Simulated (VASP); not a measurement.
# Be (Im-3m) in VASP: notebook

The runs below take Be through single point, relaxation of cell and atoms, with PBEsol.

Everything below comes from runs of VASP 6.6.1. Logs are shortened: lines on timing, memory, paths and dates and some standing lists are left out, and cuts for length are marked.

### 1 The cell of the first run

It takes space group Im-3m (No. 229, cubic). The conventional cell has a = 2.493 Å, b = 2.493 Å, c = 2.493 Å, α = 90.00°, β = 90.00°, γ = 90.00°. Be (site symmetry m-3m) has 14 Be at 2.16 to 2.49 Å within 2.9 Å.

This isn't the form of Be at room conditions, which is hcp.

### 2 Single point, PBEsol

INCAR reads:

```
SYSTEM = Be
PREC = Accurate
ENCUT = 520
EDIFF = 1E-6
ISMEAR = 0
SIGMA = 0.1
LREAL = .FALSE.
LASPH = .TRUE.
NELM = 100
ALGO = Fast
ISIF = 2
LWAVE = .FALSE.
LCHARG = .FALSE.
GGA = PS
NBANDS = 7
```

KPOINTS reads:

```
Automatic mesh
0
G
  30 30 30
  0 0 0
```

POSCAR reads:

```
Be
1.0
   -1.2462649737      1.2462649737      1.2462649737
    1.2462649737     -1.2462649737      1.2462649737
    1.2462649737      1.2462649737     -1.2462649737
Be
1
Direct
    0.0000000000      0.0000000000      0.0000000000
```

Potentials or basis: VASP PAW PBE potentials, release 64 (Be).

The run is started by

```sh
> cat potpaw_PBE.64/Be/POTCAR > POTCAR
> mpirun -np 1 vasp_std > vasp.out
```

OUTCAR:

```text
SYSTEM = Be
   PREC = Accurate
   ENCUT = 520
   EDIFF = 1E-6
   ISMEAR = 0
   LREAL = .FALSE.
   LASPH = .TRUE.
   NELM = 100
   ISIF = 2
   GGA = PS

 ion  position               nearest neighbor table
   1  0.000  0.000  0.000-

  LATTYP: Found a body centered cubic cell.
 ALAT       =     2.4925299474

  Lattice vectors:

 A1 = (  -1.2462649737,   1.2462649737,   1.2462649737)
 A2 = (   1.2462649737,  -1.2462649737,   1.2462649737)
 A3 = (   1.2462649737,   1.2462649737,  -1.2462649737)

Analysis of symmetry for initial positions (statically):
=====================================================================
 Subroutine PRICEL returns:
 Original cell was already a primitive cell.

 Routine SETGRP: Setting up the symmetry group for a
 body centered cubic supercell.

 Subroutine GETGRP returns: Found 48 space group operations
 (whereof 48 operations were pure point group operations)
 out of a pool of 48 trial point group operations.

The static configuration has the point symmetry O_h .

Analysis of symmetry for dynamics (positions and initial velocities):
=====================================================================
 Subroutine PRICEL returns:
 Original cell was already a primitive cell.

 Routine SETGRP: Setting up the symmetry group for a
 body centered cubic supercell.

 Subroutine GETGRP returns: Found 48 space group operations
 (whereof 48 operations were pure point group operations)
 out of a pool of 48 trial point group operations.

The dynamic configuration has the point symmetry O_h .

 Subroutine INISYM returns: Found 48 space group operations
 (whereof 48 operations are pure point group operations),
 and found     1 'primitive' translations

----------------------------------------------------------------------------------------

                                     Primitive cell

  volume of cell :       7.7427

  direct lattice vectors                    reciprocal lattice vectors
    -1.246264974  1.246264974  1.246264974     0.000000000  0.401198790  0.401198790
     1.246264974 -1.246264974  1.246264974     0.401198790  0.000000000  0.401198790
     1.246264974  1.246264974 -1.246264974     0.401198790  0.401198790  0.000000000

  length of vectors
     2.158594254  2.158594254  2.158594254     0.567380771  0.567380771  0.567380771

  position of ions in fractional coordinates (direct lattice)
     0.000000000  0.000000000  0.000000000

  ion indices of the primitive-cell ions
   primitive index   ion index
                 1           1

----------------------------------------------------------------------------------------

 KPOINTS: Automatic mesh

Automatic generation of k-mesh.
 Grid dimensions read from file:
 generate k-points for:   30   30   30

 Generating k-lattice:

  Cartesian coordinates                     Fractional coordinates (reciprocal lattice)
     0.000000000  0.013373293  0.013373293     0.033333333  0.000000000  0.000000000
     0.013373293  0.000000000  0.013373293     0.000000000  0.033333333  0.000000000
     0.013373293  0.013373293  0.000000000     0.000000000  0.000000000  0.033333333

  Length of vectors
     0.018912692  0.018912692  0.018912692

  Shift w.r.t. Gamma in fractional coordinates (k-lattice)
     0.000000000  0.000000000  0.000000000

 Subroutine IBZKPT returns following result:
 ===========================================

 Found    752 irreducible k-points:

 Following reciprocal coordinates:
            Coordinates               Weight
  0.000000  0.000000  0.000000      1.000000
  0.033333  0.000000  0.000000     12.000000
  0.066667  0.000000  0.000000     12.000000
  0.100000  0.000000  0.000000     12.000000
  0.133333  0.000000  0.000000     12.000000
  0.166667  0.000000  0.000000     12.000000
[... 16 lines left out ...]
  0.233333  0.033333  0.000000     48.000000
  0.266667  0.033333  0.000000     48.000000
 [... further k-points ...]
   k-points           NKPTS =    752   k-points in BZ     NKDIM =    752   number of bands    NBANDS=      7
   number of dos      NEDOS =    301   number of ions     NIONS =      1
   total plane-waves  NPLWV =   4096
   dimension x,y,z NGX =    16 NGY =   16 NGZ =   16
   dimension x,y,z NGXF=    32 NGYF=   32 NGZF=   32
   ions per type =               1
   NGX,Y,Z   is equivalent  to a cutoff of  12.32, 12.32, 12.32 a.u.
   NGXF,Y,Z  is equivalent  to a cutoff of  24.65, 24.65, 24.65 a.u.
 SYSTEM =  Be
   PREC   = accura    normal or accurate (medium, high low for compatibility)
   ISTART =      0    job   : 0-new  1-cont  2-samecut
   ICHARG =      2    charge: 1-file 2-atom 10-const
   ISPIN  =      1    spin polarized calculation?
   LNONCOLLINEAR =      F non collinear calculations
   LSORBIT =      F    spin-orbit coupling
   LASPH  =      T    aspherical Exc in radial PAW
   ENCUT  =  520.0 eV  38.22 Ry    6.18 a.u.   4.01  4.01  4.01*2*pi/ulx,y,z
   NELM   =    100;   NELMIN=  2; NELMDL= -5     # of ELM steps
   EDIFF  = 0.1E-05   stopping-criterion for ELM
   LREAL  =      F    real-space projection
[... 7 lines left out ...]
   TEBEG  =    0.0;   TEEND  =   0.0 temperature during run
   PSTRESS=    0.0 pullay stress
   NELECT =       2.0000    total number of electrons
   NUPDOWN=      -1.0000    fix difference up-down
   EMIN   =  10.00;   EMAX   =-10.00  energy-range for DOS
   EFERMI =   0.00;   METHOD = LEGACY
   ISMEAR =     0;   SIGMA  =   0.10  broadening in eV -4-tet -1-fermi 0-gaus
   EFERMI_NEDOS =   21; number of points for ismear=-14 and -15
   IALGO  =     68    algorithm
   IMIX   =      4    mixing-type and parameters
     AMIX     =   0.40;   BMIX     =  1.00
     AMIX_MAG =   1.60;   BMIX_MAG =  1.00
  volume/ion in A,a.u.               =       7.74        52.25
  Fermi-wavevector in a.u.,A,eV,Ry     =   1.042608  1.970244 14.789965  1.087032
  Thomas-Fermi vector in A             =   2.177281
   LORBIT       =      0    0 simple, 1 ext, 2 COOP (PROOUT), +10 PAW based schemes
   GGA     = PS    functional components
   LHFCALC =     F    Hartree Fock is set to
   AEXX    =    0.0000 exact exchange contribution
   IVDW    =     0    specifies the selected vdW correction
   LEPSILON=     F    determine dielectric tensor
   LRPA    =     F    only Hartree local field effects (RPA)
 non-spin polarized calculation
 RMM-DIIS sequential band-by-band and
 Gauss-broadening in eV      SIGMA  =   0.10
  energy-cutoff  :      520.00
  volume of cell :        7.74
 maximum number of plane-waves:       236
   NGX =  7   NGY =  7   NGZ =  7

 number of electron       2.0000000 magnetization

 Free energy of the ion-electron system (eV)
  ---------------------------------------------------
  ext. energy  EPLUGINS =         0.00000000
  ---------------------------------------------------
  free energy    TOTEN  =        -3.90091326 eV

  energy without entropy =       -3.90047667  energy(sigma->0) =       -3.90069497

 E-fermi :   8.0858     XC(G=0): -10.6822

 val. band max:        8.0509533093   @ k =  -0.4000  -0.4000   0.1333
 cond. band min:       8.0927067752   @ k =   0.2667   0.2667   0.1667
 fundamental gap:      0.0417534660
 Fermi energy:         8.0858133231

 k-point     1 :       0.0000    0.0000    0.0000
  band No.  band energies     occupation
      1      -4.2709      2.00000
      2      27.6644      0.00000
      3      27.6644      0.00000
      4      27.6644      0.00000
      5      39.0877      0.00000
      6      39.0877      0.00000
      7      39.0877      0.00000

 k-point     2 :       0.0333    0.0000    0.0000
  band No.  band energies     occupation
      1      -4.2318      2.00000
      2      27.4706      0.00000
      3      27.4972      0.00000
      4      27.6174      0.00000
      5      38.5099      0.00000
      6      38.5357      0.00000
      7      39.3587      0.00000

 k-point     3 :       0.0667    0.0000    0.0000
  band No.  band energies     occupation
      1      -4.1144      2.00000
      2      26.8770      0.00000
      3      27.0396      0.00000
      4      27.4776      0.00000
      5      37.1168      0.00000
      6      37.3789      0.00000
      7      40.1434      0.00000

 k-point     4 :       0.1000    0.0000    0.0000
  band No.  band energies     occupation
      1      -3.9187      2.00000
      2      25.8732      0.00000
      3      26.3885      0.00000
      4      27.2500      0.00000
      5      35.7921      0.00000
      6      36.1703      0.00000
      7      39.6958      0.00000

 k-point     5 :       0.1333    0.0000    0.0000
  band No.  band energies     occupation
      1      -3.6447      2.00000
      2      24.5010      0.00000
      3      25.6385      0.00000
      4      26.9446      0.00000
      5      34.8364      0.00000
      6      35.0056      0.00000
      7      39.3625      0.00000
[... 161 lines left out ...]
 k-point    22 :       0.2000    0.0333    0.0000
  band No.  band energies     occupation
      1      -2.5884      2.00000
      2      20.1721      0.00000
      3      23.5778      0.00000
      4      25.7193      0.00000
      5      32.7360      0.00000
      6      33.7761      0.00000
      7      39.4783      0.00000

 k-point    23 :       0.2333    0.0333    0.0000
  band No.  band energies     occupation
      1      -2.0430      2.00000
      2      18.3328      0.00000
      3      22.8911      0.00000
      4      25.2647      0.00000
      5      31.9562      0.00000
      6      33.7088      0.00000
      7      39.8428      0.00000

 k-point    24 :       0.2667    0.0333    0.0000
  band No.  band energies     occupation
      1      -1.4239      2.00000
      2      16.5253      0.00000
      3      22.2728      0.00000
      4      24.8274      0.00000
      5      31.2656      0.00000
      6      33.7559      0.00000
      7      40.3581      0.00000

 [... further k-points ...]

------------------------ aborting loop because EDIFF is reached ----------------------------------------

  FORCE on cell =-STRESS in cart. coord.  units (eV):
  Direction    XX          YY          ZZ          XY          YZ          ZX
  --------------------------------------------------------------------------------------
  -------------------------------------------------------------------------------------
  Total        0.0190574      0.0190574      0.0190574     -0.0000000      0.0000000     -0.0000000
  in kB        3.9435153      3.9435153      3.9435153     -0.0000000      0.0000000     -0.0000000
  external PRESSURE =       3.9435153 kB  Pullay stress =       0.0000000 kB

 VOLUME and BASIS-vectors are now :
 -----------------------------------------------------------------------------
  energy-cutoff  :      520.00
  volume of cell :        7.74
      direct lattice vectors                 reciprocal lattice vectors
    -1.246264974  1.246264974  1.246264974     0.000000000  0.401198790  0.401198790
     1.246264974 -1.246264974  1.246264974     0.401198790  0.000000000  0.401198790
     1.246264974  1.246264974 -1.246264974     0.401198790  0.401198790  0.000000000

 POSITION                                       TOTAL-FORCE (eV/Angst)
 -----------------------------------------------------------------------------------
      0.00000      0.00000      0.00000        -0.000000      0.000000      0.000000
 -----------------------------------------------------------------------------------
    total drift:                                0.000000      0.000000      0.000000

  FREE ENERGIE OF THE ION-ELECTRON SYSTEM (eV)
  ---------------------------------------------------
  free  energy   TOTEN  =        -3.9009132591 eV

  energy  without entropy=       -3.9004766710  energy(sigma->0) =       -3.90069497
```

It took 5.7 s on 1 thread of Intel Xeon 6975P-C (Granite Rapids), shared host; peak memory 0.14 GiB.

Results:

| Property | Result |
| --- | --- |
| Free energy | -3.9009 eV |
| Pressure | 0.4 GPa |
| Band gap on the k mesh | zero (bands 1 and 2 overlap by 5.39 eV) |

Caveat: the PAW data sets were made with another functional, which shifts forces and pressure a little.

### 3 Relaxation of cell and atoms, PBEsol

This run uses another cell than the first one, of 7.87 Å³/atom.

INCAR reads:

```
SYSTEM = Be
PREC = Accurate
ENCUT = 600
EDIFF = 1E-7
ISMEAR = 0
SIGMA = 0.1
LREAL = .FALSE.
LASPH = .TRUE.
NELM = 100
ALGO = Normal
ISIF = 3
LWAVE = .FALSE.
LCHARG = .FALSE.
GGA = PS
IBRION = 2
NSW = 100
EDIFFG = -0.01
```

KPOINTS is that of step 2.

POSCAR reads:

```
Be
1.0
   -1.2531209513      1.2531209513      1.2531209513
    1.2531209513     -1.2531209513      1.2531209513
    1.2531209513      1.2531209513     -1.2531209513
Be
1
Direct
    0.0000000000      0.0000000000      0.0000000000
```

Potentials or basis: VASP PAW PBE potentials, release 64 (Be).

The run is started by

```sh
> cat potpaw_PBE.64/Be/POTCAR > POTCAR
> mpirun -np 1 vasp_std > vasp.out
```

OUTCAR:

```text
SYSTEM = Be
   PREC = Accurate
   ENCUT = 600
   EDIFF = 1E-7
   ISMEAR = 0
   LREAL = .FALSE.
   LASPH = .TRUE.
   NELM = 100
   ISIF = 3
   GGA = PS
   IBRION = 2
   NSW = 100
   EDIFFG = -0.01

 ion  position               nearest neighbor table
   1  0.000  0.000  0.000-

  LATTYP: Found a body centered cubic cell.
 ALAT       =     2.5062419026

  Lattice vectors:

 A1 = (  -1.2531209513,   1.2531209513,   1.2531209513)
 A2 = (   1.2531209513,  -1.2531209513,   1.2531209513)
 A3 = (   1.2531209513,   1.2531209513,  -1.2531209513)

Analysis of symmetry for initial positions (statically):
=====================================================================
 Subroutine PRICEL returns:
 Original cell was already a primitive cell.

 Routine SETGRP: Setting up the symmetry group for a
 body centered cubic supercell.

 Subroutine GETGRP returns: Found 48 space group operations
 (whereof 48 operations were pure point group operations)
 out of a pool of 48 trial point group operations.

The static configuration has the point symmetry O_h .

Analysis of symmetry for dynamics (positions and initial velocities):
=====================================================================
[... 166 lines left out ...]
  Total       -0.0801018     -0.0801018     -0.0801018      0.0000000      0.0000000     -0.0000000
  in kB      -16.3047337    -16.3047337    -16.3047337      0.0000000      0.0000000     -0.0000000
  external PRESSURE =     -16.3047337 kB  Pullay stress =       0.0000000 kB
[... 57 lines left out ...]
--------------------------------------- Ionic step        3  -------------------------------------------

 number of electron       2.0000000 magnetization

 Free energy of the ion-electron system (eV)
  ---------------------------------------------------
  ext. energy  EPLUGINS =         0.00000000
  ---------------------------------------------------
  free energy    TOTEN  =        -3.90095959 eV

  energy without entropy =       -3.90052003  energy(sigma->0) =       -3.90073981

 E-fermi :   8.0584     XC(G=0): -10.6718

 val. band max:        8.0236548523   @ k =  -0.4000  -0.4000   0.1333
 cond. band min:       8.0661654034   @ k =   0.2667   0.2667   0.1667
 fundamental gap:      0.0425105511
 Fermi energy:         8.0583644042

 k-point     1 :       0.0000    0.0000    0.0000
  band No.  band energies     occupation
      1      -4.2797      2.00000
      2      27.5859      0.00000
      3      27.5859      0.00000
      4      27.5859      0.00000
      5      38.9968      0.00000
[... 177 lines left out ...]
 k-point    24 :       0.2667    0.0333    0.0000
  band No.  band energies     occupation
      1      -1.4360      2.00000
      2      16.4755      0.00000
      3      22.2092      0.00000
      4      24.7591      0.00000
      5      31.1919      0.00000

 [... further k-points ...]

------------------------ aborting loop because EDIFF is reached ----------------------------------------

  FORCE on cell =-STRESS in cart. coord.  units (eV):
  Direction    XX          YY          ZZ          XY          YZ          ZX
  --------------------------------------------------------------------------------------
  -------------------------------------------------------------------------------------
  Total       -0.0002630     -0.0002630     -0.0002630      0.0000000      0.0000000     -0.0000000
  in kB       -0.0542430     -0.0542430     -0.0542430      0.0000000      0.0000000     -0.0000000
  external PRESSURE =      -0.0542430 kB  Pullay stress =       0.0000000 kB
[... 16 lines left out ...]
  FREE ENERGIE OF THE ION-ELECTRON SYSTEM (eV)
  ---------------------------------------------------
  free  energy   TOTEN  =        -3.9009595901 eV

  energy  without entropy=       -3.9005200299  energy(sigma->0) =       -3.90073981

 reached required accuracy - stopping structural energy minimisation
```

CONTCAR:

```text
Be
   1.00000000000000
    -1.2475817901848001    1.2475817901848001    1.2475817901848001
     1.2475817901848001   -1.2475817901848001    1.2475817901848001
     1.2475817901848001    1.2475817901848001   -1.2475817901848001
  Be
     1
Direct
     0.0000000000000000    0.0000000000000000    0.0000000000000000

  0.00000000E+00  0.00000000E+00  0.00000000E+00
```

It took 15 s on 1 thread of Intel Xeon 6975P-C (Granite Rapids), shared host; peak memory 0.15 GiB.

What came out:

```yaml
Free_energy: -3.9010 eV
Relaxed_volume: 7.77 Å³/atom
Relaxed_cell: a = 2.161 Å, b = 2.161 Å, c = 2.161 Å, α = 109.47°, β = 109.47°, γ = 109.47°
Space_group_after_relaxing_to_0.1_Å: Im-3m (No. 229)
Energy_gained_by_relaxing: 0.5 meV/atom
Ionic_steps: 3
Pressure_after_relaxing: 0.0 GPa
Band_gap_on_the_k_mesh: zero (bands 1 and 2 overlap by 5.38 eV)
```

The path:
```
step  energy change (eV)  largest force (eV/Å)  pressure (GPa)  volume (Å³)
   1              0.0000                0.0000           -1.63         7.87
   2             -0.0005                0.0000           -0.22         7.78
   3             -0.0005                0.0000           -0.01         7.77
```

Final structure:
```cif
data_structure
_symmetry_space_group_name_H-M 'P 1'
_symmetry_Int_Tables_number 1
_cell_length_a 2.1609
_cell_length_b 2.1609
_cell_length_c 2.1609
_cell_angle_alpha 109.471
_cell_angle_beta 109.471
_cell_angle_gamma 109.471
_cell_volume 7.77
loop_
_atom_site_label
_atom_site_type_symbol
_atom_site_fract_x
_atom_site_fract_y
_atom_site_fract_z
_atom_site_occupancy
Be1 Be 0.00000 0.00000 0.00000 1
```

Levels at points of the mesh, in eV from the Fermi level:
| k point | band 1 | band 2 | band 3 | band 4 | band 5 |
| --- | --- | --- | --- | --- | --- |
| (0.00, 0.00, 0.00) | -12.34 | 19.53 | 19.53 | 19.53 | 30.94 |
| (0.50, 0.00, 0.00) | -5.32 | 0.40 | 12.33 | 15.56 | 20.52 |
| (0.50, 0.50, 0.50) | 3.96 | 3.96 | 3.96 | 9.84 | 9.84 |

Caveat: the PAW data sets were made with another functional, which shifts forces and pressure a little.

The gap in the log of VASP goes by the Fermi energy; the results here count the filled bands.